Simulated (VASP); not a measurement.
# CuO (C2/c) in VASP: single point with PBE

Aim: the single point of CuO with PBE.

All numbers are computed with VASP 6.6.1; they aren't measurements. Logs are shortened: lines on timing, memory, paths and dates and some standing lists are left out, and cuts for length are marked.

## (1) The cell of the first run

The typed cell holds 4 atoms: a = 2.949 Å, b = 5.152 Å, c = 2.949 Å, α = 90.04°, β = 90.15°, γ = 89.96°.

## (2) Single point, PBE

Contents of INCAR:

```
SYSTEM = CuO
ALGO = Normal
EDIFF = 1E-6
ENCUT = 820
GGA = PE
GGA_COMPAT = .FALSE.
ISIF = 2
ISMEAR = 0
LASPH = .TRUE.
LCHARG = .TRUE.
LELF = .TRUE.
LREAL = .FALSE.
LVHAR = .TRUE.
LWAVE = .FALSE.
NBANDS = 33
NELM = 120
PREC = Accurate
SIGMA = 0.1
```

Contents of KPOINTS:

```
k-points
0
G
  12 7 12
  0 0 0
```

Contents of POSCAR:

```
CuO
1.0
    2.9485754517      0.0000000000      0.0000000000
    0.0035492639      5.1515688825      0.0000000000
   -0.0077792291     -0.0019850680      2.9485207938
Cu O
2 2
Direct
    0.0000000000      0.5000000000      0.5000000000
    0.5000000000      0.0000000000      0.0000000000
    0.0002488711      0.7499999589      0.0002439136
    0.9997511289      0.2500000411      0.9997560864
```

Potentials or basis: VASP PAW PBE potentials, release 64 (Cu_sv_GW, O).

Run with:

```bash
$ cat potpaw_PBE.64/Cu_sv_GW/POTCAR potpaw_PBE.64/O/POTCAR > POTCAR
$ mpirun -np 1 vasp_std > vasp.out
```

OUTCAR:

```text
SYSTEM = CuO
   EDIFF = 1E-6
   ENCUT = 820
   GGA = PE
   ISIF = 2
   ISMEAR = 0
   LASPH = .TRUE.
   LREAL = .FALSE.
   NELM = 120
   PREC = Accurate

 ion  position               nearest neighbor table
   1  0.000  0.500  0.500-   3 1.96   4 1.96   4 1.96   3 1.96
   2  0.500  0.000  0.000-   3 1.96   4 1.96   4 1.96   3 1.96
   3  0.000  0.750  0.000-   1 1.96   2 1.96   1 1.96   2 1.96
   4  1.000  0.250  1.000-   1 1.96   2 1.96   1 1.96   2 1.96

  LATTYP: Found a base centered monoclinic cell.
 ALAT       =    11.1133088509
 B/A-ratio  =     0.3747200865
 C/A-ratio  =     0.4635496209
 COS(beta)  =    -0.9267373425

  Lattice vectors:

 A1 = (   2.9450261878,  -5.1515688825,   0.0000000000)
 A2 = (   0.0042299652,  -5.1495838145,  -2.9485207938)
 A3 = (   0.0035492639,   5.1515688825,   0.0000000000)

Analysis of symmetry for initial positions (statically):
=====================================================================
 Subroutine PRICEL returns:
 Original cell was already a primitive cell.

 Routine SETGRP: Setting up the symmetry group for a
 base centered monoclinic supercell.

 Subroutine GETGRP returns: Found  4 space group operations
 (whereof  2 operations were pure point group operations)
 out of a pool of  4 trial point group operations.

The static configuration has the point symmetry S_2 .
 The point group associated with its full space group is C_2h.

Analysis of symmetry for dynamics (positions and initial velocities):
=====================================================================
 Subroutine PRICEL returns:
 Original cell was already a primitive cell.

 Routine SETGRP: Setting up the symmetry group for a
 base centered monoclinic supercell.

 Subroutine GETGRP returns: Found  4 space group operations
 (whereof  2 operations were pure point group operations)
 out of a pool of  4 trial point group operations.

The dynamic configuration has the point symmetry S_2 .
 The point group associated with its full space group is C_2h.

 Subroutine INISYM returns: Found  4 space group operations
 (whereof  2 operations are pure point group operations),
 and found     1 'primitive' translations

----------------------------------------------------------------------------------------

                                     Primitive cell

  volume of cell :      44.7874

  direct lattice vectors                    reciprocal lattice vectors
     2.948575452  0.000000000  0.000000000     0.339146824 -0.000233661  0.000894631
     0.003549264  5.151568883  0.000000000     0.000000000  0.194115622  0.000130687
    -0.007779229 -0.001985068  2.948520794     0.000000000  0.000000000  0.339153111

  length of vectors
     2.948575452  5.151570105  2.948531724     0.339148085  0.194115666  0.339153111

  position of ions in fractional coordinates (direct lattice)
     0.000000000  0.500000000  0.500000000
     0.500000000  0.000000000  0.000000000
     0.000248871  0.749999959  0.000243914
     0.999751129  0.250000041  0.999756086

  ion indices of the primitive-cell ions
   primitive index   ion index
                 1           1
                 2           2
                 3           3
                 4           4

----------------------------------------------------------------------------------------

 KPOINTS: k-points

Automatic generation of k-mesh.
 Grid dimensions read from file:
 generate k-points for:   12    7   12

 Generating k-lattice:

  Cartesian coordinates                     Fractional coordinates (reciprocal lattice)
     0.028262235 -0.000019472  0.000074553     0.083333333  0.000000000  0.000000000
     0.000000000  0.027730803  0.000018670     0.000000000  0.142857143 -0.000000000
     0.000000000  0.000000000  0.028262759     0.000000000  0.000000000  0.083333333

  Length of vectors
     0.028262340  0.027730809  0.028262759

  Shift w.r.t. Gamma in fractional coordinates (k-lattice)
     0.000000000  0.000000000  0.000000000

 Subroutine IBZKPT returns following result:
 ===========================================

 Found    277 irreducible k-points:

 Following reciprocal coordinates:
            Coordinates               Weight
  0.000000  0.000000  0.000000      1.000000
  0.083333  0.000000 -0.000000      4.000000
  0.166667  0.000000  0.000000      4.000000
  0.250000  0.000000  0.000000      4.000000
  0.333333  0.000000  0.000000      4.000000
  0.416667  0.000000 -0.000000      4.000000
[... 16 lines left out ...]
  0.250000  0.285714  0.000000      4.000000
  0.333333  0.285714 -0.000000      4.000000
 [... further k-points ...]
   k-points           NKPTS =    277   k-points in BZ     NKDIM =    277   number of bands    NBANDS=     33
   number of dos      NEDOS =    301   number of ions     NIONS =      4
   total plane-waves  NPLWV =  37632
   dimension x,y,z NGX =    28 NGY =   48 NGZ =   28
   dimension x,y,z NGXF=    56 NGYF=   96 NGZF=   56
   ions per type =               2   2
   NGX,Y,Z   is equivalent  to a cutoff of  15.79, 15.49, 15.79 a.u.
   NGXF,Y,Z  is equivalent  to a cutoff of  31.57, 30.98, 31.57 a.u.
 SYSTEM =  CuO
   PREC   = accura    normal or accurate (medium, high low for compatibility)
   ISTART =      0    job   : 0-new  1-cont  2-samecut
   ICHARG =      2    charge: 1-file 2-atom 10-const
   ISPIN  =      1    spin polarized calculation?
   LNONCOLLINEAR =      F non collinear calculations
   LSORBIT =      F    spin-orbit coupling
   LASPH  =      T    aspherical Exc in radial PAW
   ENCUT  =  820.0 eV  60.27 Ry    7.76 a.u.   6.88 12.03  6.88*2*pi/ulx,y,z
   NELM   =    120;   NELMIN=  2; NELMDL= -5     # of ELM steps
   EDIFF  = 0.1E-05   stopping-criterion for ELM
   LREAL  =      F    real-space projection
   EDIFFG = 0.1E-04   stopping-criterion for IOM
   NSW    =      0    number of steps for IOM
   IBRION =     -1    ionic relax: 0-MD 1-quasi-New 2-CG
   NFREE  =      0    steps in history (QN), initial steepest desc. (CG)
   ISIF   =      2    stress and relaxation
   ISYM   =      2    0-nonsym 1-usesym 2-fastsym
   POTIM  = 0.5000    time-step for ionic-motion
   TEBEG  =    0.0;   TEEND  =   0.0 temperature during run
   PSTRESS=    0.0 pullay stress
   NELECT =      50.0000    total number of electrons
   NUPDOWN=      -1.0000    fix difference up-down
   EMIN   =  10.00;   EMAX   =-10.00  energy-range for DOS
   EFERMI =   0.00;   METHOD = LEGACY
   ISMEAR =     0;   SIGMA  =   0.10  broadening in eV -4-tet -1-fermi 0-gaus
   EFERMI_NEDOS =   21; number of points for ismear=-14 and -15
   IALGO  =     38    algorithm
   IMIX   =      4    mixing-type and parameters
     AMIX     =   0.40;   BMIX     =  1.00
     AMIX_MAG =   1.60;   BMIX_MAG =  1.00
  volume/ion in A,a.u.               =      11.20        75.56
  Fermi-wavevector in a.u.,A,eV,Ry     =   1.698294  3.209310 39.241953  2.884202
  Thomas-Fermi vector in A             =   2.778819
   LORBIT       =      0    0 simple, 1 ext, 2 COOP (PROOUT), +10 PAW based schemes
   GGA     = PE    functional components
   LHFCALC =     F    Hartree Fock is set to
   AEXX    =    0.0000 exact exchange contribution
   IVDW    =     0    specifies the selected vdW correction
   LEPSILON=     F    determine dielectric tensor
   LRPA    =     F    only Hartree local field effects (RPA)
 non-spin polarized calculation
 Gauss-broadening in eV      SIGMA  =   0.10
  energy-cutoff  :      820.00
  volume of cell :       44.79
 maximum number of plane-waves:      2414
   NGX = 13   NGY = 25   NGZ = 13

 number of electron      49.9999923 magnetization

 Free energy of the ion-electron system (eV)
  ---------------------------------------------------
  ext. energy  EPLUGINS =         0.00000000
  ---------------------------------------------------
  free energy    TOTEN  =       -19.91284640 eV

  energy without entropy =      -19.90248870  energy(sigma->0) =      -19.90766755

 E-fermi :   4.8134     XC(G=0): -11.5955

 val. band max:        4.8074205998   @ k =   0.5000   0.0000   0.0833
 cond. band min:       4.8173524158   @ k =   0.1667   0.0000   0.1667
 fundamental gap:      0.0099318160
 Fermi energy:         4.8134421509

 k-point     1 :       0.0000    0.0000    0.0000
  band No.  band energies     occupation
      1    -107.9057      2.00000
      2    -107.9052      2.00000
      3     -65.3945      2.00000
      4     -65.3940      2.00000
      5     -65.3629      2.00000
      6     -65.3580      2.00000
[... 25 lines left out ...]
     32      19.1579      0.00000
     33      19.8280      0.00000

 k-point     2 :       0.0833    0.0000   -0.0000
  band No.  band energies     occupation
      1    -107.9057      2.00000
      2    -107.9052      2.00000
      3     -65.3948      2.00000
      4     -65.3945      2.00000
      5     -65.3629      2.00000
      6     -65.3580      2.00000
[... 25 lines left out ...]
     32      19.3150      0.00000
     33      19.6592      0.00000

 k-point     3 :       0.1667    0.0000    0.0000
  band No.  band energies     occupation
      1    -107.9055      2.00000
      2    -107.9050      2.00000
      3     -65.3967      2.00000
      4     -65.3943      2.00000
      5     -65.3624      2.00000
      6     -65.3580      2.00000
[... 25 lines left out ...]
     32      19.5081      0.00000
     33      19.6771      0.00000

 k-point     4 :       0.2500    0.0000    0.0000
  band No.  band energies     occupation
      1    -107.9053      2.00000
      2    -107.9049      2.00000
      3     -65.3994      2.00000
      4     -65.3941      2.00000
      5     -65.3616      2.00000
      6     -65.3582      2.00000
[... 673 lines left out ...]
     32      18.8304      0.00000
     33      20.3858      0.00000

 k-point    23 :       0.2500    0.2857    0.0000
  band No.  band energies     occupation
      1    -107.9053      2.00000
      2    -107.9051      2.00000
      3     -65.3995      2.00000
      4     -65.3941      2.00000
      5     -65.3612      2.00000
      6     -65.3589      2.00000
[... 25 lines left out ...]
     32      18.9711      0.00000
     33      20.4984      0.00000

 k-point    24 :       0.3333    0.2857   -0.0000
  band No.  band energies     occupation
      1    -107.9051      2.00000
      2    -107.9050      2.00000
      3     -65.4022      2.00000
      4     -65.3940      2.00000
      5     -65.3607      2.00000
      6     -65.3589      2.00000
[... 25 lines left out ...]
     32      19.0922      0.00000
     33      19.7336      0.00000

 [... further k-points ...]

------------------------ aborting loop because EDIFF is reached ----------------------------------------

  FORCE on cell =-STRESS in cart. coord.  units (eV):
  Direction    XX          YY          ZZ          XY          YZ          ZX
  --------------------------------------------------------------------------------------
  -------------------------------------------------------------------------------------
  Total       -0.1825845     -0.1774190     -0.1825458     -0.0023896      0.0024087      0.0056813
  in kB       -6.5315839     -6.3467983     -6.5301999     -0.0854816      0.0861669      0.2032385
  external PRESSURE =      -6.4695274 kB  Pullay stress =       0.0000000 kB

 VOLUME and BASIS-vectors are now :
 -----------------------------------------------------------------------------
  energy-cutoff  :      820.00
  volume of cell :       44.79
      direct lattice vectors                 reciprocal lattice vectors
     2.948575452  0.000000000  0.000000000     0.339146824 -0.000233661  0.000894631
     0.003549264  5.151568883  0.000000000     0.000000000  0.194115622  0.000130687
    -0.007779229 -0.001985068  2.948520794     0.000000000  0.000000000  0.339153111

 POSITION                                       TOTAL-FORCE (eV/Angst)
 -----------------------------------------------------------------------------------
     -0.00211      2.57479      1.47426         0.000000     -0.000000      0.000000
      1.47429      0.00000      0.00000         0.000000     -0.000000      0.000000
      0.00339      3.86368      0.00072        -0.000096      0.000000     -0.000096
      2.94095      1.28591      2.94780         0.000096     -0.000000      0.000096
 -----------------------------------------------------------------------------------
    total drift:                                0.000000      0.000000     -0.000000

  FREE ENERGIE OF THE ION-ELECTRON SYSTEM (eV)
  ---------------------------------------------------
  free  energy   TOTEN  =       -19.9128463975 eV

  energy  without entropy=      -19.9024886952  energy(sigma->0) =      -19.90766755
```

Run time: 6.3 min. Hardware: 1 thread of Intel Xeon 6975P-C (Granite Rapids), shared host; peak memory 0.79 GiB.

Results:

| Item | Value |
| --- | --- |
| Free energy | -19.9128 eV |
| Pressure | -0.6 GPa |
| Band gap on the k mesh | zero (bands 25 and 26 overlap by 0.99 eV) |

Levels at points of the mesh, in eV from the Fermi level:
| k point | band 21 | band 22 | band 23 | band 24 | band 25 | band 26 | band 27 | band 28 | band 29 | band 30 |
| --- | --- | --- | --- | --- | --- | --- | --- | --- | --- | --- |
| (0.00, 0.00, 0.00) | -2.38 | -2.36 | -2.27 | -1.90 | 0.65 | 0.66 | 1.33 | 6.01 | 7.19 | 13.09 |
| (0.50, 0.00, 0.00) | -2.27 | -1.89 | -1.57 | -1.51 | 0.20 | 0.45 | 3.67 | 5.76 | 6.33 | 10.82 |
| (0.50, 0.00, 0.50) | -2.34 | -2.34 | -1.59 | -1.21 | -1.21 | 1.10 | 2.08 | 7.12 | 9.67 | 9.71 |

Caveat: semilocal functionals often make such compounds metallic where correlation or magnetic order opens a gap, which also shifts bond lengths.
